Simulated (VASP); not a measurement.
# AlAs (F-43m) in VASP: a series of runs

The runs below take AlAs through single point, with PBE, r2SCAN, HSE06.

Program: VASP 6.6.1. These are calculated values, not measurements. Logs are shortened: lines on timing, memory, paths and dates and some standing lists are left out, and cuts for length are marked.

## 1. The cell of the first run

Symmetry: F-43m, No. 216, cubic system. Conventional cell: a = 5.678 Å, b = 5.678 Å, c = 5.678 Å, α = 90.00°, β = 90.00°, γ = 90.00°. Al (site symmetry -43m) has 4 As at 2.46 Å within 3.2 Å. As (site symmetry -43m) has 4 Al at 2.46 Å within 3.2 Å.

## 2. Single point, PBE

INCAR reads:

```
SYSTEM = AlAs
PREC = Accurate ; ENCUT = 500
EDIFF = 1E-6 ; ISMEAR = 0
SIGMA = 0.01 ; LREAL = .False.
LASPH = .True. ; NELM = 120
ALGO = Normal ; ISIF = 2
LWAVE = .False. ; LCHARG = .False.
GGA = PE ; NBANDS = 11
GGA_COMPAT = .False.
```

KPOINTS reads:

```
Automatic mesh
0
Gamma
  6 6 6
  0 0 0
```

POSCAR reads:

```
AlAs
1.0
    0.0000000000      2.8389251756      2.8389251756
    2.8389251756      0.0000000000      2.8389251756
    2.8389251756      2.8389251756      0.0000000000
Al As
1 1
Direct
    0.0000000000      0.0000000000      0.0000000000
    0.2500000000      0.2500000000      0.2500000000
```

Potentials or basis: VASP PAW PBE potentials, release 64 (Al, As).

Command:

```console
cat potpaw_PBE.64/Al/POTCAR potpaw_PBE.64/As/POTCAR > POTCAR
mpirun -np 1 vasp_std > vasp.out
```

OUTCAR:

```text
SYSTEM = AlAs
   PREC = Accurate
   ENCUT = 500
   EDIFF = 1E-6
   ISMEAR = 0
   LREAL = .False.
   LASPH = .True.
   NELM = 120
   ISIF = 2
   GGA = PE

 ion  position               nearest neighbor table
   1  0.000  0.000  0.000-   2 2.46   2 2.46   2 2.46   2 2.46
   2  0.250  0.250  0.250-   1 2.46   1 2.46   1 2.46   1 2.46

  LATTYP: Found a face centered cubic cell.
 ALAT       =     5.6778503512

  Lattice vectors:

 A1 = (   0.0000000000,   2.8389251756,   2.8389251756)
 A2 = (   2.8389251756,   0.0000000000,   2.8389251756)
 A3 = (   2.8389251756,   2.8389251756,   0.0000000000)

Analysis of symmetry for initial positions (statically):
=====================================================================
 Subroutine PRICEL returns:
 Original cell was already a primitive cell.

 Routine SETGRP: Setting up the symmetry group for a
 face centered cubic supercell.

 Subroutine GETGRP returns: Found 24 space group operations
 (whereof 24 operations were pure point group operations)
 out of a pool of 48 trial point group operations.

The static configuration has the point symmetry T_d .

Analysis of symmetry for dynamics (positions and initial velocities):
=====================================================================
 Subroutine PRICEL returns:
 Original cell was already a primitive cell.

 Routine SETGRP: Setting up the symmetry group for a
 face centered cubic supercell.

 Subroutine GETGRP returns: Found 24 space group operations
 (whereof 24 operations were pure point group operations)
 out of a pool of 48 trial point group operations.

The dynamic configuration has the point symmetry T_d .

 Subroutine INISYM returns: Found 24 space group operations
 (whereof 24 operations are pure point group operations),
 and found     1 'primitive' translations

----------------------------------------------------------------------------------------

                                     Primitive cell

  volume of cell :      45.7606

  direct lattice vectors                    reciprocal lattice vectors
     0.000000000  2.838925176  2.838925176    -0.176122993  0.176122993  0.176122993
     2.838925176  0.000000000  2.838925176     0.176122993 -0.176122993  0.176122993
     2.838925176  2.838925176  0.000000000     0.176122993  0.176122993 -0.176122993

  length of vectors
     4.014846486  4.014846486  4.014846486     0.305053973  0.305053973  0.305053973

  position of ions in fractional coordinates (direct lattice)
     0.000000000  0.000000000  0.000000000
     0.250000000  0.250000000  0.250000000

  ion indices of the primitive-cell ions
   primitive index   ion index
                 1           1
                 2           2

----------------------------------------------------------------------------------------

 KPOINTS: Automatic mesh

Automatic generation of k-mesh.
 Grid dimensions read from file:
 generate k-points for:    6    6    6

 Generating k-lattice:

  Cartesian coordinates                     Fractional coordinates (reciprocal lattice)
    -0.029353832  0.029353832  0.029353832     0.166666667  0.000000000  0.000000000
     0.029353832 -0.029353832  0.029353832     0.000000000  0.166666667  0.000000000
     0.029353832  0.029353832 -0.029353832     0.000000000  0.000000000  0.166666667

  Length of vectors
     0.050842329  0.050842329  0.050842329

  Shift w.r.t. Gamma in fractional coordinates (k-lattice)
     0.000000000  0.000000000  0.000000000

 Subroutine IBZKPT returns following result:
 ===========================================

 Found     16 irreducible k-points:

 Following reciprocal coordinates:
            Coordinates               Weight
  0.000000  0.000000  0.000000      1.000000
  0.166667  0.000000  0.000000      8.000000
  0.333333  0.000000  0.000000      8.000000
  0.500000  0.000000  0.000000      4.000000
  0.166667  0.166667  0.000000      6.000000
  0.333333  0.166667  0.000000     24.000000
[... 8 lines left out ...]
 -0.333333  0.333333  0.166667     24.000000
 -0.333333  0.500000  0.166667     12.000000
   k-points           NKPTS =     16   k-points in BZ     NKDIM =     16   number of bands    NBANDS=     11
   number of dos      NEDOS =    301   number of ions     NIONS =      2
   total plane-waves  NPLWV =  27000
   dimension x,y,z NGX =    30 NGY =   30 NGZ =   30
   dimension x,y,z NGXF=    60 NGYF=   60 NGZF=   60
   ions per type =               1   1
   NGX,Y,Z   is equivalent  to a cutoff of  12.42, 12.42, 12.42 a.u.
   NGXF,Y,Z  is equivalent  to a cutoff of  24.84, 24.84, 24.84 a.u.
 SYSTEM =  AlAs
   PREC   = accura    normal or accurate (medium, high low for compatibility)
   ISTART =      0    job   : 0-new  1-cont  2-samecut
   ICHARG =      2    charge: 1-file 2-atom 10-const
   ISPIN  =      1    spin polarized calculation?
   LNONCOLLINEAR =      F non collinear calculations
   LSORBIT =      F    spin-orbit coupling
   LASPH  =      T    aspherical Exc in radial PAW
   ENCUT  =  500.0 eV  36.75 Ry    6.06 a.u.   7.32  7.32  7.32*2*pi/ulx,y,z
   NELM   =    120;   NELMIN=  2; NELMDL= -5     # of ELM steps
   EDIFF  = 0.1E-05   stopping-criterion for ELM
   LREAL  =      F    real-space projection
   EDIFFG = 0.1E-04   stopping-criterion for IOM
   NSW    =      0    number of steps for IOM
   IBRION =     -1    ionic relax: 0-MD 1-quasi-New 2-CG
   NFREE  =      0    steps in history (QN), initial steepest desc. (CG)
   ISIF   =      2    stress and relaxation
   ISYM   =      2    0-nonsym 1-usesym 2-fastsym
   POTIM  = 0.5000    time-step for ionic-motion
   TEBEG  =    0.0;   TEEND  =   0.0 temperature during run
   PSTRESS=    0.0 pullay stress
   NELECT =       8.0000    total number of electrons
   NUPDOWN=      -1.0000    fix difference up-down
   EMIN   =  10.00;   EMAX   =-10.00  energy-range for DOS
   EFERMI =   0.00;   METHOD = LEGACY
   ISMEAR =     0;   SIGMA  =   0.01  broadening in eV -4-tet -1-fermi 0-gaus
   EFERMI_NEDOS =   21; number of points for ismear=-14 and -15
   IALGO  =     38    algorithm
   IMIX   =      4    mixing-type and parameters
     AMIX     =   0.40;   BMIX     =  1.00
     AMIX_MAG =   1.60;   BMIX_MAG =  1.00
  volume/ion in A,a.u.               =      22.88       154.40
  Fermi-wavevector in a.u.,A,eV,Ry     =   0.915393  1.729842 11.400923  0.837944
  Thomas-Fermi vector in A             =   2.040129
   LORBIT       =      0    0 simple, 1 ext, 2 COOP (PROOUT), +10 PAW based schemes
   GGA     = PE    functional components
   LHFCALC =     F    Hartree Fock is set to
   AEXX    =    0.0000 exact exchange contribution
   IVDW    =     0    specifies the selected vdW correction
   LEPSILON=     F    determine dielectric tensor
   LRPA    =     F    only Hartree local field effects (RPA)
 non-spin polarized calculation
 Gauss-broadening in eV      SIGMA  =   0.01
  energy-cutoff  :      500.00
  volume of cell :       45.76
 maximum number of plane-waves:      1211
 NGX is ok and might be reduce to    30
   NGX = 15   NGY = 15   NGZ = 15

 number of electron       7.9999999 magnetization

 Free energy of the ion-electron system (eV)
  ---------------------------------------------------
  ext. energy  EPLUGINS =         0.00000000
  ---------------------------------------------------
  free energy    TOTEN  =        -9.36914608 eV

  energy without entropy =       -9.36914608  energy(sigma->0) =       -9.36914608

 E-fermi :   3.9197     XC(G=0):  -9.0039

 val. band max:        3.8182274174   @ k =   0.0000   0.0000   0.0000
 cond. band min:       5.2653003155   @ k =   0.5000   0.5000   0.0000
 fundamental gap:      1.4470728982
 Fermi energy:         3.9196539071

 k-point     1 :       0.0000    0.0000    0.0000
  band No.  band energies     occupation
      1      -7.9962      2.00000
      2       3.8182      2.00000
      3       3.8182      2.00000
      4       3.8182      2.00000
      5       5.8067      0.00000
      6       8.0863      0.00000
      7       8.0863      0.00000
      8       8.0863      0.00000
      9      12.6382      0.00000
     10      12.8086      0.00000
     11      12.8086      0.00000

 k-point     2 :       0.1667    0.0000    0.0000
  band No.  band energies     occupation
      1      -7.7310      2.00000
      2       1.7271      2.00000
      3       3.5571      2.00000
      4       3.5571      2.00000
      5       6.5970      0.00000
      6       8.5198      0.00000
      7       8.5198      0.00000
      8       8.9720      0.00000
      9      12.0344      0.00000
     10      12.0344      0.00000
     11      13.5202      0.00000

 k-point     3 :       0.3333    0.0000    0.0000
  band No.  band energies     occupation
      1      -7.0606      2.00000
      2      -0.6489      2.00000
      3       3.1592      2.00000
      4       3.1592      2.00000
      5       6.1508      0.00000
      6       8.6647      0.00000
      7       8.6647      0.00000
      8      11.2764      0.00000
      9      12.8345      0.00000
     10      12.8345      0.00000
     11      13.1422      0.00000

 k-point     4 :       0.5000    0.0000    0.0000
  band No.  band energies     occupation
      1      -6.5950      2.00000
      2      -1.7162      2.00000
      3       2.9986      2.00000
      4       2.9986      2.00000
      5       5.9256      0.00000
      6       8.4881      0.00000
      7       8.4881      0.00000
      8      11.5497      0.00000
      9      14.9391      0.00000
     10      15.3346      0.00000
     11      15.3346      0.00000
[... 127 lines left out ...]
 k-point    14 :       0.5000    0.3333    0.1667
  band No.  band energies     occupation
      1      -6.5418      2.00000
      2      -0.8015      2.00000
      3       1.1224      2.00000
      4       2.1857      2.00000
      5       7.4783      0.00000
      6       8.3339      0.00000
      7       8.9550      0.00000
      8      11.6951      0.00000
      9      13.0365      0.00000
     10      14.4680      0.00000
     11      16.7676      0.00000

 k-point    15 :      -0.3333    0.3333    0.1667
  band No.  band energies     occupation
      1      -6.1873      2.00000
      2      -1.2804      2.00000
      3       0.6743      2.00000
      4       1.8104      2.00000
      5       7.7407      0.00000
      6       8.3814      0.00000
      7      10.4861      0.00000
      8      11.1967      0.00000
      9      12.1232      0.00000
     10      15.2490      0.00000
     11      16.5228      0.00000

 k-point    16 :      -0.3333    0.5000    0.1667
  band No.  band energies     occupation
      1      -6.0289      2.00000
      2      -1.3525      2.00000
      3       0.9110      2.00000
      4       1.1551      2.00000
      5       6.9874      0.00000
      6       7.9128      0.00000
      7      10.9033      0.00000
      8      11.5990      0.00000
      9      14.3482      0.00000
     10      16.0435      0.00000
     11      16.3246      0.00000

------------------------ aborting loop because EDIFF is reached ----------------------------------------

  FORCE on cell =-STRESS in cart. coord.  units (eV):
  Direction    XX          YY          ZZ          XY          YZ          ZX
  --------------------------------------------------------------------------------------
  -------------------------------------------------------------------------------------
  Total        0.5965447      0.5965447      0.5965447      0.0000000      0.0000000      0.0000000
  in kB       20.8863094     20.8863094     20.8863094      0.0000000      0.0000000      0.0000000
  external PRESSURE =      20.8863094 kB  Pullay stress =       0.0000000 kB

 VOLUME and BASIS-vectors are now :
 -----------------------------------------------------------------------------
  energy-cutoff  :      500.00
  volume of cell :       45.76
      direct lattice vectors                 reciprocal lattice vectors
     0.000000000  2.838925176  2.838925176    -0.176122993  0.176122993  0.176122993
     2.838925176  0.000000000  2.838925176     0.176122993 -0.176122993  0.176122993
     2.838925176  2.838925176  0.000000000     0.176122993  0.176122993 -0.176122993

 POSITION                                       TOTAL-FORCE (eV/Angst)
 -----------------------------------------------------------------------------------
      0.00000      0.00000      0.00000         0.000000      0.000000     -0.000000
      1.41946      1.41946      1.41946        -0.000000     -0.000000      0.000000
 -----------------------------------------------------------------------------------
    total drift:                               -0.000000     -0.000000     -0.000000

  FREE ENERGIE OF THE ION-ELECTRON SYSTEM (eV)
  ---------------------------------------------------
  free  energy   TOTEN  =        -9.3691460833 eV

  energy  without entropy=       -9.3691460833  energy(sigma->0) =       -9.36914608
```

It took 8.8 s on 1 thread of AMD EPYC 9R45 (Zen 5), shared host; peak memory 0.13 GiB.

Results:

```
Free energy            : -9.3691 eV
Pressure               : 2.1 GPa
Band gap on the k mesh : 1.45 eV, indirect (least direct gap 1.99 eV)
```

A k mesh can miss the band edges. A hybrid or GW would open this gap; PBE tends to underestimate it.

## 3. Single point, r2SCAN

POSCAR is that of step 2.

INCAR.step1 reads:

```
SYSTEM = AlAs
PREC = Accurate
ENCUT = 550
ISMEAR = 0
SIGMA = 0.01
LREAL = .FALSE.
LASPH = .TRUE.
NELM = 120
NBANDS = 11
GGA = PE
ALGO = Normal
EDIFF = 1E-5
LWAVE = .TRUE.
LCHARG = .FALSE.
GGA_COMPAT = .FALSE.
```

INCAR.step2 reads:

```
SYSTEM = AlAs
PREC = Accurate
ENCUT = 550
EDIFF = 1E-6
ISMEAR = 0
SIGMA = 0.01
LREAL = .FALSE.
LASPH = .TRUE.
NELM = 120
ALGO = Normal
ISIF = 2
LWAVE = .FALSE.
LCHARG = .FALSE.
METAGGA = R2SCAN
LMIXTAU = .TRUE.
NBANDS = 11
ISTART = 1
GGA_COMPAT = .FALSE.
```

KPOINTS reads:

```
regular mesh
0
G
  4 4 4
  0 0 0
```

Potentials or basis: VASP PAW PBE potentials, release 64 (Al, As).

Command:

```console
cat potpaw_PBE.64/Al/POTCAR potpaw_PBE.64/As/POTCAR > POTCAR
cp INCAR.step1 INCAR
mpirun -np 1 vasp_std > vasp.out
cp INCAR.step2 INCAR
mpirun -np 1 vasp_std > vasp.out
```

Wall time 29 s (1 thread of AMD EPYC 9R45 (Zen 5), shared host); peak memory 0.15 GiB.

Results (log left out):

```yaml
Free_energy: -22.5942 eV
Pressure: 0.2 GPa
Band_gap_on_the_k_mesh: 1.78 eV, indirect (least direct gap 2.63 eV)
```

Levels at points of the mesh, in eV from the valence-band top:
| k point | band 1 | band 2 | band 3 | band 4 | band 5 | band 6 | band 7 | band 8 |
| --- | --- | --- | --- | --- | --- | --- | --- | --- |
| (0.00, 0.00, 0.00) | -12.26 | 0.00 | 0.00 | 0.00 | 2.63 | 4.68 | 4.68 | 4.68 |
| (0.50, 0.00, 0.00) | -10.79 | -5.66 | -0.85 | -0.85 | 2.60 | 5.08 | 5.08 | 8.35 |
| (0.50, 0.50, 0.00) | -10.22 | -5.52 | -2.23 | -2.23 | 1.78 | 2.67 | 11.10 | 11.10 |

Caveat: the k points lie up to 0.48 Å⁻¹ apart; the PAW data sets were made with another functional, which shifts forces and pressure a little.

## 4. Single point, HSE06

POSCAR is that of step 3.

INCAR.step1 reads:

```
SYSTEM = AlAs
PREC     = Accurate       ! precision mode
ENCUT    = 400            ! plane-wave cutoff, eV
EDIFF    = 1E-5           ! SCF threshold, eV
ISMEAR   = 0              ! smearing method
SIGMA    = 0.01           ! smearing width, eV
LREAL    = .False.        ! projectors in reciprocal space
LASPH    = .True.         ! aspherical terms in the spheres
NELM     = 120            ! most SCF steps
ALGO     = Normal         ! electronic algorithm
ISIF     = 2              ! what is computed and relaxed
LWAVE    = .True.         ! write WAVECAR
NBANDS   = 11             ! bands
GGA      = PE             ! functional
GGA_COMPAT= .False.
```

INCAR.step2 reads:

```
SYSTEM = AlAs
PREC     = Accurate       ! precision mode
ENCUT    = 400            ! plane-wave cutoff, eV
EDIFF    = 1E-6           ! SCF threshold, eV
ISMEAR   = 0              ! smearing method
SIGMA    = 0.01           ! smearing width, eV
LREAL    = .False.        ! projectors in reciprocal space
LASPH    = .True.         ! aspherical terms in the spheres
NELM     = 120            ! most SCF steps
ALGO     = Normal         ! electronic algorithm
ISIF     = 2              ! what is computed and relaxed
LWAVE    = .False.        ! write WAVECAR
LCHARG   = .True.         ! write CHGCAR
GGA      = PE             ! functional
LHFCALC  = .True.         ! exact exchange
HFSCREEN = 0.2079         ! screening, 1/A
PRECFOCK = Normal       
LELF     = .True.         ! ELF
LVHAR    = .True.       
NBANDS   = 11             ! bands
ISTART   = 1            
GGA_COMPAT= .False.
```

KPOINTS reads:

```
Automatic mesh
0
Gamma
  4 4 4
  0 0 0
```

Potentials or basis: VASP PAW PBE potentials, release 64 (Al, As).

Command:

```console
cat potpaw_PBE.64/Al/POTCAR potpaw_PBE.64/As/POTCAR > POTCAR
cp INCAR.step1 INCAR
mpirun -np 1 vasp_std > vasp.out
cp INCAR.step2 INCAR
mpirun -np 1 vasp_std > vasp.out
```

OUTCAR:

```text
SYSTEM = AlAs
   PREC = Accurate
   ENCUT = 400
   EDIFF = 1E-6
   ISMEAR = 0
   LREAL = .False.
   LASPH = .True.
   NELM = 120
   ISIF = 2
   GGA = PE
   LHFCALC = .True.
   HFSCREEN = 0.2079
   PRECFOCK = Normal
   ISTART = 1

 ion  position               nearest neighbor table
   1  0.000  0.000  0.000-   2 2.46   2 2.46   2 2.46   2 2.46
   2  0.250  0.250  0.250-   1 2.46   1 2.46   1 2.46   1 2.46

  LATTYP: Found a face centered cubic cell.
 ALAT       =     5.6778503512

[... 290 lines left out ...]

------------------------ aborting loop because EDIFF is reached ----------------------------------------

  FORCE on cell =-STRESS in cart. coord.  units (eV):
  Direction    XX          YY          ZZ          XY          YZ          ZX
  --------------------------------------------------------------------------------------
  -------------------------------------------------------------------------------------
  Total        0.0597092      0.0597092      0.0597092      0.0000000      0.0000000      0.0000000
  in kB        2.0905482      2.0905482      2.0905482      0.0000000      0.0000000      0.0000000
  external PRESSURE =       2.0905482 kB  Pullay stress =       0.0000000 kB

 VOLUME and BASIS-vectors are now :
 -----------------------------------------------------------------------------
  energy-cutoff  :      400.00
  volume of cell :       45.76
      direct lattice vectors                 reciprocal lattice vectors
     0.000000000  2.838925176  2.838925176    -0.176122993  0.176122993  0.176122993
     2.838925176  0.000000000  2.838925176     0.176122993 -0.176122993  0.176122993
     2.838925176  2.838925176  0.000000000     0.176122993  0.176122993 -0.176122993

 POSITION                                       TOTAL-FORCE (eV/Angst)
 -----------------------------------------------------------------------------------
      0.00000      0.00000      0.00000        -0.000000     -0.000000     -0.000000
      1.41946      1.41946      1.41946         0.000000      0.000000      0.000000
 -----------------------------------------------------------------------------------
    total drift:                                0.000000      0.000000      0.000001

  FREE ENERGIE OF THE ION-ELECTRON SYSTEM (eV)
  ---------------------------------------------------
  free  energy   TOTEN  =       -10.8719875912 eV

  energy  without entropy=      -10.8719875912  energy(sigma->0) =      -10.87198759
```

Wall time 87 s (1 thread of AMD EPYC 9R45 (Zen 5), shared host); peak memory 0.22 GiB.

Results:

```
Free energy            : -10.8720 eV
Pressure               : 0.2 GPa
Band gap on the k mesh : 2.11 eV, indirect (least direct gap 2.89 eV)
```

Caveat: the k points lie up to 0.48 Å⁻¹ apart; the PAW data sets were made with another functional, which shifts forces and pressure a little. A k mesh can miss the band edges.

## 5. The runs side by side

```tsv
level	k mesh	cutoff (eV)	grid for exact exchange (PRECFOCK)	screening parameter	gap on the mesh (eV)	pressure (GPa)
PBE	6 × 6 × 6	500	-	-	1.45	2.1
r2SCAN	4 × 4 × 4	550	-	-	1.78	0.2
HSE06	4 × 4 × 4	400	Normal	0.2079 1/Å	2.11	0.2
```

Alike in all rows: task single point; potentials or basis VASP PAW PBE potentials, release 64 (Al, As); no spin polarisation; cell as given; smearing gaussian 0.01 eV.

Caveats: some runs use coarse meshes; the PAW data sets were made with another functional, which shifts forces and pressure a little (some runs).

Absolute energies hang on the potentials; compare differences alone.
